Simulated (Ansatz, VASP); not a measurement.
## Al3BN2 in VASP and in Ansatz

The input INCAR:

```
SYSTEM = Al3BN2
PREC = Accurate ; ENCUT = 600
EDIFF = 1E-7 ; ISMEAR = 0
SIGMA = 0.15 ; LREAL = .FALSE.
LASPH = .TRUE. ; NELM = 120
ALGO = Normal ; ISIF = 3
LWAVE = .FALSE. ; LCHARG = .FALSE.
GGA = PE ; IBRION = 2
NSW = 36 ; EDIFFG = -0.08
GGA_COMPAT = .FALSE. ; NELMIN = 4
```

KPOINTS

```
Automatic mesh
0
G
  3 3 3
  0 0 0
```

Contents of POSCAR:

```
Al3BN2
1.0
    2.7384453900      1.5810421900      3.5360895200
   -2.7384453900      1.5810421900      3.5360895200
    0.0000000000     -3.1620843700      3.5360895200
Al B N
3 1 2
Direct
    0.7944582000      0.7944582000      0.7944582000
    0.2055418000      0.2055418000      0.2055418000
    0.0000000000      0.0000000000      0.0000000000
    0.5000000000      0.5000000000      0.5000000000
    0.3820227700      0.3820227700      0.3820227700
    0.6179772300      0.6179772300      0.6179772300
```

Input for Ansatz:

```yaml
crystal:
  lattice:
    - [2.73844539, 1.58104219, 3.53608952]
    - [-2.73844539, 1.58104219, 3.53608952]
    - [0.0, -3.16208437, 3.53608952]
  atoms:
    - { symbol: Al, position: [0.7944582, 0.7944582, 0.7944582] }
    - { symbol: Al, position: [0.2055418, 0.2055418, 0.2055418] }
    - { symbol: Al, position: [0.0, 0.0, 0.0] }
    - { symbol: B, position: [0.5, 0.5, 0.5] }
    - { symbol: "N", position: [0.38202277, 0.38202277, 0.38202277] }
    - { symbol: "N", position: [0.61797723, 0.61797723, 0.61797723] }
basis:
  ecutwfc: 420
kpoints:
  mp_grid: { grid: [3, 3, 3] }
hamiltonian:
  xc: pbe
scf:
  occupations: { method: gaussian, width: 0.15 }
  lower_state_search: "off"
output:
  forces: true
  stress: true
  eigenvalues: true
relax:
  adjacent_minimum: "off"
  f_tol: 0.08
  max_steps: 16
  cell: { stress_tol: 0.8 }
```

Alike in both runs: task relaxation of cell and atoms; functional PBE; k mesh 3 × 3 × 3; occupations gaussian, width 0.15 eV; no spin polarisation.

|  | VASP | Ansatz |
| --- | --- | --- |
| version | VASP 6.6.1 | Ansatz 0.2.0 |
| potentials or method | VASP PAW PBE potentials, release 64 (Al, B, N), cutoff 600 eV | scalar-relativistic, plane waves, PAW |
| valence electrons in the cell | 22 | 22 |

```tsv
	VASP	Ansatz	Ansatz less VASP
gap on the k mesh at the Fermi level, each at its own relaxed structure (eV)	none	none	-
relaxed volume (Å³/atom)	12.43	12.59	+0.163
relaxed length of the cell vector where the two differ most in proportion (Å)	4.707	4.716	+0.0089
```

A gap of «none» marks a metal or a gap that the smearing closes.

The k mesh is coarse, so the values compare programs but aren't converged. Noted on VASP's run: the volume moved by over 15 % at a fixed basis, so the end points are rough.
